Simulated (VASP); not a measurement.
A run of VASP 6.6.1 is set up as follows.

Contents of INCAR:

```
SYSTEM = Ge
PREC = Accurate
ENCUT = 520
EDIFF = 1E-7
ISMEAR = 0
SIGMA = 0.15
LREAL = .FALSE.
LASPH = .TRUE.
NELM = 100
ALGO = Normal
ISIF = 2
LWAVE = .FALSE.
LCHARG = .FALSE.
GGA = PS
NBANDS = 21
```

Contents of KPOINTS:

```
regular mesh
0
G
  18 18 10
  0 0 0
```

The input POSCAR:

```
Ge
1.0
    1.5178139835     -2.6465834022      0.0000000000
    1.5178139835      2.6465834022      0.0000000000
    0.0000000000      0.0000000000      4.7275957900
Ge
2
Direct
    0.6665533700      0.3334466300      0.2500000000
    0.3334466300      0.6665533700      0.7500000000
```

Potentials or basis: VASP PAW PBE potentials, release 64 (Ge_d).

The run is started by

```sh
$ cat potpaw_PBE.64/Ge_d/POTCAR > POTCAR
$ mpirun -np 1 vasp_std > vasp.out
```

Question: Predict the largest force.

Answer: 0.003 eV/Å.

Question: What does it give for the pressure?

Answer: -2.3 GPa.

Stress tensor (GPa, compression positive):
```
-2.57  0.00  0.00
 0.00 -2.82  0.00
 0.00  0.00 -1.46
```

Caveat: the cell differs from its parent crystal (strain +0.0200 x Voigt [1, 1, 0, 0, 0, 0]); the PAW data sets were made with another functional, which shifts forces and pressure a little.
